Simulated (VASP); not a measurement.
# Ga4N5 in VASP: single point with PBE

Aim: the single point of Ga4N5 with PBE.

All numbers are computed with VASP 6.6.1; they aren't measurements. Logs are shortened: lines on timing, memory, paths and dates and some standing lists are left out, and cuts for length are marked.

### Step 1. The cell of the first run

The cell holds a slab with vacuum, 9 atoms: a = 3.219 Å, b = 3.219 Å, c = 24.028 Å, α = 90.00°, β = 90.00°, γ = 120.00°.

### Step 2. Single point, PBE, collinear spin

Input file INCAR:

```
SYSTEM = Ga4N5
PREC = Accurate
ENCUT = 520
EDIFF = 1E-6
ISMEAR = 0
SIGMA = 0.05
LREAL = .False.
LASPH = .True.
NELM = 150
ALGO = Normal
ISIF = 2
LWAVE = .False.
LCHARG = .False.
ISPIN = 2
MAGMOM = 0 0 0 0 3 0 0 0 0
LORBIT = 11
LDIPOL = .True.
IDIPOL = 3
DIPOL = 0.5 0.5 0.371
GGA = PE
NBANDS = 52
```

Input file KPOINTS:

```
regular mesh
0
Gamma
  9 9 1
  0 0 0
```

Input file POSCAR:

```
Ga4N5
1.0
    3.2186527295      0.0000000000      0.0000000000
   -1.6093263648      2.7874350297      0.0000000000
    0.0000000000      0.0000000000     24.0281843518
N Ga
5 4
Direct
    0.3333333333      0.6666666667      0.1664711716
    0.6666666667      0.3333333333      0.2755823724
    0.3333333333      0.6666666667      0.3877397629
    0.6666666667      0.3333333333      0.4977426840
    1.0000000000      1.0000000000      0.5797317861
    0.6666666667      0.3333333333      0.1933710436
    0.3333333333      0.6666666667      0.3024822443
    0.6666666667      0.3333333333      0.4109598618
    0.3333333333      0.6666666667      0.5213953817
```

Potentials or basis: VASP PAW PBE potentials, release 64 (N, Ga_d).

Run with:

```bash
$ cat potpaw_PBE.64/N/POTCAR potpaw_PBE.64/Ga_d/POTCAR > POTCAR
$ mpirun -np 1 vasp_std > vasp.out
```

OUTCAR:

```text
SYSTEM = Ga4N5
   PREC = Accurate
   ENCUT = 520
   EDIFF = 1E-6
   ISMEAR = 0
   LREAL = .False.
   LASPH = .True.
   NELM = 150
   ISIF = 2
   ISPIN = 2
   LORBIT = 11
   GGA = PE

 ion  position               nearest neighbor table
   1  0.333  0.667  0.166-   6 1.97   6 1.97   6 1.97
   2  0.667  0.333  0.276-   7 1.97   7 1.97   7 1.97   6 1.98
   3  0.333  0.667  0.388-   8 1.94   8 1.94   8 1.94   7 2.05
   4  0.667  0.333  0.498-   9 1.94   9 1.94   9 1.94   8 2.09
   5  0.000  0.000  0.580-   9 2.33   9 2.33   9 2.33
   6  0.667  0.333  0.193-   1 1.97   1 1.97   1 1.97   2 1.98
   7  0.333  0.667  0.302-   2 1.97   2 1.97   2 1.97   3 2.05
   8  0.667  0.333  0.411-   3 1.94   3 1.94   3 1.94   4 2.09
   9  0.333  0.667  0.521-   4 1.94   4 1.94   4 1.94   5 2.33   5 2.33   5 2.33

  LATTYP: Found a hexagonal cell.
 ALAT       =     3.2186527295
 C/A-ratio  =     7.4652925839

  Lattice vectors:

 A1 = (   3.2186527295,   0.0000000000,   0.0000000000)
 A2 = (  -1.6093263648,   2.7874350297,   0.0000000000)
 A3 = (   0.0000000000,   0.0000000000,  24.0281843518)

Analysis of symmetry for initial positions (statically):
=====================================================================
 Subroutine PRICEL returns:
 Original cell was already a primitive cell.

 Routine SETGRP: Setting up the symmetry group for a
 hexagonal supercell.

 Subroutine GETGRP returns: Found  6 space group operations
 (whereof  6 operations were pure point group operations)
 out of a pool of 24 trial point group operations.

The static configuration has the point symmetry C_3v.

Analysis of symmetry for dynamics (positions and initial velocities):
=====================================================================
 Subroutine PRICEL returns:
 Original cell was already a primitive cell.

 Routine SETGRP: Setting up the symmetry group for a
 hexagonal supercell.

 Subroutine GETGRP returns: Found  6 space group operations
 (whereof  6 operations were pure point group operations)
 out of a pool of 24 trial point group operations.

The dynamic configuration has the point symmetry C_3v.

Analysis of structural, dynamic, and magnetic symmetry:
=====================================================================
 Subroutine PRICEL returns:
 Original cell was already a primitive cell.

 Routine SETGRP: Setting up the symmetry group for a
 hexagonal supercell.

 Subroutine GETGRP returns: Found  6 space group operations
 (whereof  6 operations were pure point group operations)
 out of a pool of 24 trial point group operations.

[... 157 lines left out ...]
 cond. band min:      -1.3141560300   @ k =   0.2222   0.2222   0.0000
 fundamental gap:      0.0041740057
 Fermi energy:        -1.3171288122

 spin component 1

 k-point     1 :       0.0000    0.0000    0.0000
  band No.  band energies     occupation
      1     -17.7828      1.00000
      2     -17.3834      1.00000
      3     -16.8729      1.00000
      4     -15.5360      1.00000
      5     -15.4779      1.00000
      6     -15.4457      1.00000
[... 625 lines left out ...]
     49       7.2643      0.00000
     50       7.3653      0.00000
 Fermi energy:        -1.3171288122

 spin component 2

 k-point     1 :       0.0000    0.0000    0.0000
  band No.  band energies     occupation
      1     -17.5374      1.00000
      2     -17.0930      1.00000
      3     -16.8602      1.00000
      4     -15.5336      1.00000
      5     -15.4429      1.00000
      6     -15.4429      1.00000
[... 625 lines left out ...]
     49       7.3197      0.00000
     50       7.3795      0.00000
 [bands above 50 left out]

------------------------ aborting loop because EDIFF is reached ----------------------------------------

 vacuum level on the upper side and lower side of the slab       (xc-potential included)        -0.424         0.422

  FORCE on cell =-STRESS in cart. coord.  units (eV):
  Direction    XX          YY          ZZ          XY          YZ          ZX
  --------------------------------------------------------------------------------------
  -------------------------------------------------------------------------------------
  Total       -0.4774310     -0.4774310     -0.5727534      0.0000000      0.0000000      0.0000000
  in kB       -3.5483087     -3.5483087     -4.2567530      0.0000000      0.0000000      0.0000000
  external PRESSURE =      -3.7844568 kB  Pullay stress =       0.0000000 kB

 VOLUME and BASIS-vectors are now :
 -----------------------------------------------------------------------------
  energy-cutoff  :      520.00
  volume of cell :      215.58
      direct lattice vectors                 reciprocal lattice vectors
     3.218652730  0.000000000  0.000000000     0.310689001  0.179376378  0.000000000
    -1.609326365  2.787435030  0.000000000     0.000000000  0.358752756  0.000000000
     0.000000000  0.000000000 24.028184352     0.000000000  0.000000000  0.041617793

 POSITION                                       TOTAL-FORCE (eV/Angst)
 -----------------------------------------------------------------------------------
     -0.00000      1.85829      4.00000        -0.000000     -0.000000      1.465513
      1.60933      0.92915      6.62174         0.000000     -0.000000      1.079551
     -0.00000      1.85829      9.31668        -0.000000     -0.000000     -0.716257
      1.60933      0.92915     11.95985         0.000000     -0.000000     -2.050661
      0.00000      0.00000     13.92990        -0.000000     -0.000000      0.033608
      1.60933      0.92915      4.64636        -0.000000     -0.000000     -2.030034
     -0.00000      1.85829      7.26810         0.000000     -0.000000     -0.259234
      1.60933      0.92915      9.87462        -0.000000     -0.000000      0.943320
     -0.00000      1.85829     12.52818        -0.000000      0.000000      1.534193
 -----------------------------------------------------------------------------------
    total drift:                               -0.000002     -0.000002      0.000120

  FREE ENERGIE OF THE ION-ELECTRON SYSTEM (eV)
  ---------------------------------------------------
  free  energy   TOTEN  =       -50.2113897155 eV

  energy  without entropy=      -50.1963328345  energy(sigma->0) =      -50.20386127

 vacuum level on the upper side and lower side of the slab         5.319         6.202

 total charge

# of ion       s       p       d       tot
------------------------------------------
    1        1.267   2.330   0.000   3.598
    2        1.235   2.484   0.000   3.719
    3        1.228   2.498   0.000   3.726
    4        1.246   2.464   0.000   3.710
    5        1.342   2.041   0.000   3.383
    6        0.792   0.846  10.145  11.784
    7        0.783   0.837  10.149  11.769
    8        0.787   0.857  10.159  11.803
    9        0.766   0.806  10.150  11.721
--------------------------------------------------
tot          9.447  15.163  40.603  65.212

 magnetization (x)

# of ion       s       p       d       tot
------------------------------------------
    1       -0.000   0.000   0.000   0.000
    2       -0.000   0.005   0.000   0.005
    3        0.001   0.022   0.000   0.023
    4        0.015   0.191   0.000   0.207
    5        0.034   1.387   0.000   1.421
    6       -0.000  -0.000   0.000   0.000
    7       -0.000   0.002   0.001   0.002
    8        0.000   0.009   0.005   0.015
    9       -0.029  -0.024   0.048  -0.006
--------------------------------------------------
tot          0.021   1.592   0.054   1.667
```

OSZICAR:

```text
N       E                     dE             d eps       ncg     rms          rms(c)
DAV:   1     0.895327033193E+03    0.89533E+03   -0.35805E+04  2872   0.207E+03
DAV:   2     0.119873106580E+03   -0.77545E+03   -0.71956E+03  2816   0.617E+02
DAV:   3    -0.423105422849E+02   -0.16218E+03   -0.15729E+03  3128   0.201E+02
[... 33 lines left out ...]
DAV:  37    -0.502113578748E+02   -0.12574E-04   -0.10114E-06  1900   0.805E-03    0.438E-03
DAV:  38    -0.502113773475E+02   -0.19473E-04   -0.99752E-07  1936   0.970E-03    0.379E-03
DAV:  39    -0.502113843347E+02   -0.69872E-05   -0.33943E-07  1956   0.375E-03    0.237E-03
DAV:  40    -0.502113876546E+02   -0.33198E-05   -0.22858E-07  1836   0.339E-03    0.112E-03
DAV:  41    -0.502113892932E+02   -0.16387E-05   -0.12215E-07  1888   0.200E-03    0.582E-04
DAV:  42    -0.502113897155E+02   -0.42221E-06   -0.65760E-08  1796   0.174E-03
   1 F= -.50211390E+02 E0= -.50203861E+02  d E =-.150569E-01  mag=     2.3564
```

stdout:

```text
POSCAR found type information on POSCAR N Ga
 POSCAR found :  2 types and       9 ions
 scaLAPACK will be used
 LDA part: xc-table for (Slater+PW92), standard interpolation
 POSCAR, INCAR and KPOINTS ok, starting setup
 FFT: planning ... GRIDC
 FFT: planning ... GRID_SOFT
 FFT: planning ... GRID
 WAVECAR not read
 entering main loop
```

It took 23 min on 1 thread of AMD EPYC 7R43 (Zen 3), shared host; peak memory 0.45 GiB.

What came out:

```yaml
Free_energy: -50.2114 eV
Largest_force: 2.051 eV/Å
Net_moment: 2.36 μB per cell
Site_moments: N +0.00, +0.01, +0.02, +0.21, +1.42; Ga +0.00, +0.01, -0.01 μB
Valence_electrons_inside_the_program's_atomic_spheres: N 3.60, 3.72, 3.73, 3.71, 3.38; Ga 11.78, 11.77, 11.80, 11.72
```

Forces in eV/Å, atoms in the order of the input:
```
N    0.000  0.000  1.466
N    0.000  0.000  1.080
N    0.000  0.000 -0.716
N    0.000  0.000 -2.051
N    0.000  0.000  0.034
Ga   0.000  0.000 -2.030
Ga   0.000  0.000 -0.259
Ga   0.000  0.000  0.943
Ga   0.000  0.000  1.534
```

Levels at points of the mesh, in eV from the Fermi level:
Spin up:
```tsv
k point	band 38	band 39	band 40	band 41	band 42	band 43
(0.00, 0.00, 0.00)	-0.20	0.40	0.40	2.12	3.33	3.60
```
Spin down:
```tsv
k point	band 34	band 35	band 36	band 37	band 38	band 39	band 40	band 41
(0.00, 0.00, 0.00)	-0.74	-0.48	0.40	0.40	0.64	1.61	1.61	2.38
```
